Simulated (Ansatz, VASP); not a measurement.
**One calculation of B3C2, two programs**

```
CELL_PARAMETERS angstrom
2.72859 0.00000 0.00000
-1.36429 2.36303 0.00000
0.00000 0.00000 7.08047
ATOMIC_POSITIONS crystal
B 0.66667 0.33333 0.76723
B 0.66667 0.33333 0.23277
B 0.66667 0.33333 0.00000
C 0.33333 0.66667 0.76906
C 0.33333 0.66667 0.23094
```

Alike in both runs: task relaxation of cell and atoms; functional PBE; k mesh 18 × 18 × 6; occupations gaussian, width 0.1 eV; no spin polarisation.

|  | VASP | Ansatz |
| --- | --- | --- |
| version | VASP 6.6.1 | Ansatz 0.2.0 |
| potentials or method | VASP PAW PBE potentials, release 64 (B, C), cutoff 600 eV | scalar-relativistic, plane waves, PAW |
| valence electrons in the cell | 17 | 17 |

```tsv
	VASP	Ansatz	Ansatz less VASP
gap on the k mesh at the Fermi level, each at its own relaxed structure (eV)	none	none	-
relaxed volume (Å³/atom)	9.12	9.57	+0.448
relaxed length of the cell vector where the two differ most in proportion (Å)	7.078	7.426	+0.3480
```

A gap of «none» marks a metal or a gap that the smearing closes.
